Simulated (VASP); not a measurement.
# AgCl (rocksalt type) (Fm-3m) in VASP: further runs

The runs below take AgCl (rocksalt type) through single point, with PBE.

Program: VASP 6.6.1. These are calculated values, not measurements. Logs are shortened: lines on timing, memory, paths and dates and some standing lists are left out, and cuts for length are marked.

### 1 The cell of the first run

Symmetry: Fm-3m, No. 225, cubic system. The conventional cell has a = 5.497 Å, b = 5.497 Å, c = 5.497 Å, α = 90.00°, β = 90.00°, γ = 90.00°. Ag (site symmetry m-3m) has 6 Cl at 2.75 Å within 3.6 Å. Cl (site symmetry m-3m) has 6 Ag at 2.75 Å within 3.6 Å.

### 2 Single point, PBE (20.76 Å³/atom)

The input, INCAR:

```
SYSTEM = AgCl
PREC = Accurate ; ENCUT = 520
EDIFF = 1E-6 ; ISMEAR = -1
SIGMA = 0.08 ; LREAL = .False.
LASPH = .True. ; NELM = 100
ALGO = Normal ; ISIF = 2
LWAVE = .False. ; LCHARG = .False.
GGA = PE ; NBANDS = 16
```

The input, KPOINTS:

```
Automatic mesh
0
Gamma
  12 12 12
  0 0 0
```

The input, POSCAR:

```
AgCl
1.0
    0.0000000000      2.7484259708      2.7484259708
    2.7484259708      0.0000000000      2.7484259708
    2.7484259708      2.7484259708      0.0000000000
Ag Cl
1 1
Direct
    0.0000000000      0.0000000000      0.0000000000
    0.5000000000      0.5000000000      0.5000000000
```

Potentials or basis: VASP PAW PBE potentials, release 64 (Ag, Cl).

Started as:

```console
$ cat potpaw_PBE.64/Ag/POTCAR potpaw_PBE.64/Cl/POTCAR > POTCAR
$ mpirun -np 1 vasp_std > vasp.out
```

OUTCAR:

```text
SYSTEM = AgCl
   PREC = Accurate
   ENCUT = 520
   EDIFF = 1E-6
   ISMEAR = -1
   LREAL = .False.
   LASPH = .True.
   NELM = 100
   ISIF = 2
   GGA = PE

 ion  position               nearest neighbor table
   1  0.000  0.000  0.000-   2 2.75   2 2.75   2 2.75   2 2.75   2 2.75   2 2.75
   2  0.500  0.500  0.500-   1 2.75   1 2.75   1 2.75   1 2.75   1 2.75   1 2.75

  LATTYP: Found a face centered cubic cell.
 ALAT       =     5.4968519416

  Lattice vectors:

 A1 = (   0.0000000000,   2.7484259708,   2.7484259708)
 A2 = (   2.7484259708,   0.0000000000,   2.7484259708)
 A3 = (   2.7484259708,   2.7484259708,   0.0000000000)

Analysis of symmetry for initial positions (statically):
=====================================================================
 Subroutine PRICEL returns:
 Original cell was already a primitive cell.

 Routine SETGRP: Setting up the symmetry group for a
 face centered cubic supercell.

 Subroutine GETGRP returns: Found 48 space group operations
 (whereof 48 operations were pure point group operations)
 out of a pool of 48 trial point group operations.

The static configuration has the point symmetry O_h .

Analysis of symmetry for dynamics (positions and initial velocities):
=====================================================================
 Subroutine PRICEL returns:
 Original cell was already a primitive cell.

 Routine SETGRP: Setting up the symmetry group for a
 face centered cubic supercell.

 Subroutine GETGRP returns: Found 48 space group operations
 (whereof 48 operations were pure point group operations)
 out of a pool of 48 trial point group operations.

The dynamic configuration has the point symmetry O_h .

 Subroutine INISYM returns: Found 48 space group operations
 (whereof 48 operations are pure point group operations),
 and found     1 'primitive' translations

----------------------------------------------------------------------------------------

                                     Primitive cell

  volume of cell :      41.5224

  direct lattice vectors                    reciprocal lattice vectors
     0.000000000  2.748425971  2.748425971    -0.181922309  0.181922309  0.181922309
     2.748425971  0.000000000  2.748425971     0.181922309 -0.181922309  0.181922309
     2.748425971  2.748425971  0.000000000     0.181922309  0.181922309 -0.181922309

  length of vectors
     3.886861283  3.886861283  3.886861283     0.315098683  0.315098683  0.315098683

  position of ions in fractional coordinates (direct lattice)
[... 78 lines left out ...]
   NELM   =    100;   NELMIN=  2; NELMDL= -5     # of ELM steps
   EDIFF  = 0.1E-05   stopping-criterion for ELM
   LREAL  =      F    real-space projection
   EDIFFG = 0.1E-04   stopping-criterion for IOM
   NSW    =      0    number of steps for IOM
   IBRION =     -1    ionic relax: 0-MD 1-quasi-New 2-CG
   NFREE  =      0    steps in history (QN), initial steepest desc. (CG)
   ISIF   =      2    stress and relaxation
   ISYM   =      2    0-nonsym 1-usesym 2-fastsym
   POTIM  = 0.5000    time-step for ionic-motion
   TEBEG  =    0.0;   TEEND  =   0.0 temperature during run
   PSTRESS=    0.0 pullay stress
   NELECT =      18.0000    total number of electrons
   NUPDOWN=      -1.0000    fix difference up-down
   EMIN   =  10.00;   EMAX   =-10.00  energy-range for DOS
   EFERMI =   0.00;   METHOD = LEGACY
   ISMEAR =    -1;   SIGMA  =   0.08  broadening in eV -4-tet -1-fermi 0-gaus
   EFERMI_NEDOS =   21; number of points for ismear=-14 and -15
   IALGO  =     38    algorithm
   IMIX   =      4    mixing-type and parameters
     AMIX     =   0.40;   BMIX     =  1.00
     AMIX_MAG =   1.60;   BMIX_MAG =  1.00
  volume/ion in A,a.u.               =      20.76       140.10
  Fermi-wavevector in a.u.,A,eV,Ry     =   1.239001  2.341372 20.886620  1.535123
  Thomas-Fermi vector in A             =   2.373503
   LORBIT       =      0    0 simple, 1 ext, 2 COOP (PROOUT), +10 PAW based schemes
   GGA     = PE    functional components
   LHFCALC =     F    Hartree Fock is set to
   AEXX    =    0.0000 exact exchange contribution
   IVDW    =     0    specifies the selected vdW correction
   LEPSILON=     F    determine dielectric tensor
   LRPA    =     F    only Hartree local field effects (RPA)
 non-spin polarized calculation
  energy-cutoff  :      520.00
  volume of cell :       41.52
 maximum number of plane-waves:      1139
 NGX is ok and might be reduce to    30
   NGX = 15   NGY = 15   NGZ = 15

 number of electron      18.0000004 magnetization

 Free energy of the ion-electron system (eV)
  ---------------------------------------------------
  ext. energy  EPLUGINS =         0.00000000
  ---------------------------------------------------
  free energy    TOTEN  =        -5.37856847 eV

  energy without entropy =       -5.37852278  energy(sigma->0) =       -5.37854562

 E-fermi :   4.7877     XC(G=0): -10.1070

 val. band max:        4.1633405293   @ k =   0.5000   0.0000   0.0000
 cond. band min:       5.0671215940   @ k =   0.0000   0.0000   0.0000
 fundamental gap:      0.9037810647
 Fermi energy:         4.7877122328

 k-point     1 :       0.0000    0.0000    0.0000
  band No.  band energies     occupation
      1     -11.1688      2.00000
      2       1.6127      2.00000
      3       1.6127      2.00000
      4       1.6127      2.00000
      5       1.6552      2.00000
      6       1.6552      2.00000
[... 433 lines left out ...]
      3      -0.1124      2.00000
      4      -0.1058      2.00000
      5       1.9651      2.00000
      6       1.9974      2.00000
[... 8 lines left out ...]
     15      17.5935      0.00000
     16      18.9365      0.00000

 [... further k-points ...]

------------------------ aborting loop because EDIFF is reached ----------------------------------------

  FORCE on cell =-STRESS in cart. coord.  units (eV):
  Direction    XX          YY          ZZ          XY          YZ          ZX
  --------------------------------------------------------------------------------------
  -------------------------------------------------------------------------------------
  Total        0.7520709      0.7520709      0.7520709     -0.0000000      0.0000000     -0.0000000
  in kB       29.0193192     29.0193192     29.0193192     -0.0000000      0.0000000     -0.0000000
  external PRESSURE =      29.0193192 kB  Pullay stress =       0.0000000 kB

 VOLUME and BASIS-vectors are now :
 -----------------------------------------------------------------------------
  energy-cutoff  :      520.00
  volume of cell :       41.52
      direct lattice vectors                 reciprocal lattice vectors
     0.000000000  2.748425971  2.748425971    -0.181922309  0.181922309  0.181922309
     2.748425971  0.000000000  2.748425971     0.181922309 -0.181922309  0.181922309
     2.748425971  2.748425971  0.000000000     0.181922309  0.181922309 -0.181922309

 POSITION                                       TOTAL-FORCE (eV/Angst)
 -----------------------------------------------------------------------------------
      0.00000      0.00000      0.00000        -0.000000      0.000000      0.000000
      2.74843      2.74843      2.74843         0.000000      0.000000     -0.000000
 -----------------------------------------------------------------------------------
    total drift:                               -0.000000      0.000000      0.000000

  FREE ENERGIE OF THE ION-ELECTRON SYSTEM (eV)
  ---------------------------------------------------
  free  energy   TOTEN  =        -5.3785684657 eV

  energy  without entropy=       -5.3785227764  energy(sigma->0) =       -5.37854562
```

OSZICAR:

```text
N       E                     dE             d eps       ncg     rms          rms(c)
DAV:   1     0.102514014752E+03    0.10251E+03   -0.87705E+03  2328   0.103E+03
DAV:   2    -0.185810968139E+01   -0.10437E+03   -0.96360E+02  2856   0.226E+02
DAV:   3    -0.553125421556E+01   -0.36731E+01   -0.36647E+01  2944   0.447E+01
DAV:   4    -0.555693109752E+01   -0.25677E-01   -0.25675E-01  2864   0.401E+00
DAV:   5    -0.555727587166E+01   -0.34477E-03   -0.34477E-03  2896   0.456E-01    0.664E+00
DAV:   6    -0.538309882796E+01    0.17418E+00   -0.24029E-01  2912   0.644E+00    0.429E+00
DAV:   7    -0.537915443370E+01    0.39444E-02   -0.96535E-02  2784   0.206E+00    0.204E+00
DAV:   8    -0.537843314252E+01    0.72129E-03   -0.43900E-03  2800   0.688E-01    0.319E-01
DAV:   9    -0.537850596118E+01   -0.72819E-04   -0.50732E-04  2912   0.268E-01    0.352E-02
DAV:  10    -0.537856417276E+01   -0.58212E-04   -0.75795E-05  2864   0.783E-02    0.257E-02
DAV:  11    -0.537856834314E+01   -0.41704E-05   -0.49622E-06  2904   0.160E-02    0.413E-03
DAV:  12    -0.537856846566E+01   -0.12252E-06   -0.57990E-07  1808   0.572E-03
   1 F= -.53785685E+01 E0= -.53785456E+01  d E =-.456893E-04
```

Run time: 32 s. Hardware: 1 thread of Intel Xeon Platinum 8488C (Sapphire Rapids), shared host; peak memory 0.19 GiB.

What came out:

| Quantity | Value |
| --- | --- |
| Free energy | -5.3786 eV |
| Pressure | 2.9 GPa |
| Band gap on the k mesh | 0.90 eV (least direct gap 3.15 eV) |

### 3 Single point, PBE (21.63 Å³/atom)

This run uses another cell than the first one, of 21.63 Å³/atom.

The input, INCAR:

```
PREC = Accurate ; ENCUT = 520
EDIFF = 1E-6 ; ISMEAR = -1
SIGMA = 0.08 ; LREAL = F
LASPH = T ; NELM = 80
ALGO = Normal ; ISIF = 2
LWAVE = F ; LCHARG = F
GGA = PE ; NBANDS = 16
```

The input, KPOINTS:

```
Automatic mesh
0
Gamma
  12 12 12
```

The input, POSCAR:

```
AgCl
1.0
    0.0000000000      2.7863765232      2.7863765232
    2.7863765232      0.0000000000      2.7863765232
    2.7863765232      2.7863765232      0.0000000000
Ag Cl
1 1
Direct
    0.0000000000      0.0000000000      0.0000000000
    0.5000000000      0.5000000000      0.5000000000
```

Potentials or basis: VASP PAW PBE potentials, release 64 (Ag, Cl).

Started as:

```console
$ cat potpaw_PBE.64/Ag/POTCAR potpaw_PBE.64/Cl/POTCAR > POTCAR
$ mpirun -np 1 vasp_std > vasp.out
```

Run time: 32 s. Hardware: 1 thread of Intel Xeon Platinum 8488C (Sapphire Rapids), shared host; peak memory 0.2 GiB.

Results (log left out):

| Quantity | Value |
| --- | --- |
| Free energy | -5.3990 eV |
| Pressure | 0.8 GPa |
| Band gap on the k mesh | 0.91 eV (least direct gap 3.03 eV) |

Levels at points of the mesh, in eV from the valence-band top:
| k point | band 5 | band 6 | band 7 | band 8 | band 9 | band 10 | band 11 | band 12 | band 13 | band 14 |
| --- | --- | --- | --- | --- | --- | --- | --- | --- | --- | --- |
| (0.00, 0.00, 0.00) | -2.34 | -2.34 | -2.26 | -2.26 | -2.26 | 0.91 | 10.86 | 10.86 | 10.86 | 12.41 |
| (0.50, 0.00, 0.00) | -2.03 | -2.03 | -1.72 | 0.00 | 0.00 | 4.28 | 6.46 | 7.70 | 7.70 | 13.53 |
| (0.50, 0.50, 0.00) | -2.70 | -2.16 | -1.91 | -1.91 | -1.84 | 2.41 | 8.05 | 8.59 | 11.44 | 11.44 |

A k mesh can miss the band edges.

### 4 Single point, PBE

This run uses another cell than the first one, of 22.07 Å³/atom.

The input, INCAR:

```
SYSTEM = AgCl
ALGO = Normal
EDIFF = 1E-6
ENCUT = 520
GGA = PE
ISIF = 2
ISMEAR = -1
LASPH = .True.
LCHARG = .False.
LREAL = .False.
LWAVE = .False.
NBANDS = 16
NELM = 80
PREC = Accurate
SIGMA = 0.08
```

The input, KPOINTS:

```
k-points
0
Gamma
  12 12 12
  0 0 0
```

The input, POSCAR:

```
AgCl
1.0
    0.0000000000      2.8052039627      2.8052039627
    2.8052039627      0.0000000000      2.8052039627
    2.8052039627      2.8052039627      0.0000000000
Ag Cl
1 1
Direct
    0.0000000000      0.0000000000      0.0000000000
    0.5000000000      0.5000000000      0.5000000000
```

Started as:

```console
$ cat potpaw_PBE.64/Ag/POTCAR potpaw_PBE.64/Cl/POTCAR > POTCAR
$ mpirun -np 1 vasp_std > vasp.out
```

It took 33 s on 1 thread of Intel Xeon Platinum 8488C (Sapphire Rapids), shared host; peak memory 0.19 GiB.

It converged, with:

```yaml
Free_energy: -5.4013 eV
Pressure: -0.1 GPa
Band_gap_on_the_k_mesh: 0.92 eV (least direct gap 2.97 eV)
```

Levels at points of the mesh, in eV from the valence-band top:
```tsv
k point	band 6	band 7	band 8	band 9	band 10	band 11	band 12	band 13
(0.00, 0.00, 0.00)	-2.27	-2.18	-2.18	-2.18	0.92	10.87	10.87	10.87
(0.50, 0.00, 0.00)	-1.97	-1.67	0.00	0.00	4.34	6.35	7.73	7.73
(0.50, 0.50, 0.00)	-2.09	-1.86	-1.86	-1.80	2.44	8.08	8.52	11.34
```

A k mesh can miss the band edges.

### 5 Single point, PBE

This run uses another cell than the first one, of 22.07 Å³/atom.

The input, INCAR:

```
ALGO = Normal
EDIFF = 1E-6
ENCUT = 520
GGA = PE
ISIF = 2
ISMEAR = -1
LASPH = True
LCHARG = False
LREAL = False
LWAVE = False
NBANDS = 16
NELM = 100
PREC = Accurate
SIGMA = 0.08
```

The input, KPOINTS:

```
k-points
0
Gamma
  12 12 12
```

POSCAR is that of step 4.

Started as:

```console
$ cat potpaw_PBE.64/Ag/POTCAR potpaw_PBE.64/Cl/POTCAR > POTCAR
$ mpirun -np 1 vasp_std > vasp.out
```

Run time: 35 s. Hardware: 1 thread of Intel Xeon Platinum 8488C (Sapphire Rapids), shared host; peak memory 0.19 GiB.

Results (log left out):

- Free energy: -5.4013 eV
- Pressure: -0.1 GPa
- Band gap on the k mesh: 0.92 eV (least direct gap 2.97 eV)

Levels at points of the mesh, in eV from the valence-band top:
```csv
k point,band 6,band 7,band 8,band 9,band 10,band 11,band 12,band 13
"(0.00, 0.00, 0.00)",-2.27,-2.18,-2.18,-2.18,0.92,10.87,10.87,10.87
"(0.50, 0.00, 0.00)",-1.97,-1.67,0.00,0.00,4.34,6.35,7.73,7.73
"(0.50, 0.50, 0.00)",-2.09,-1.86,-1.86,-1.80,2.44,8.08,8.52,11.34
```

### 6 Summary

```csv
cell,gap on the mesh (eV),pressure (GPa)
"a = 3.887 Å, angles 60.0°, 2 atoms",0.90,2.9
"a = 3.941 Å, angles 60.0°, 2 atoms",0.91,0.8
"a = 3.967 Å, angles 60.0°, 2 atoms",0.92,-0.1
```

Alike in all rows: task single point; level PBE; potentials or basis VASP PAW PBE potentials, release 64 (Ag, Cl); no spin polarisation; k mesh 12 × 12 × 12; cutoff (eV) 520; smearing fermi-dirac 0.08 eV.

Absolute energies hang on the potentials; compare differences alone.
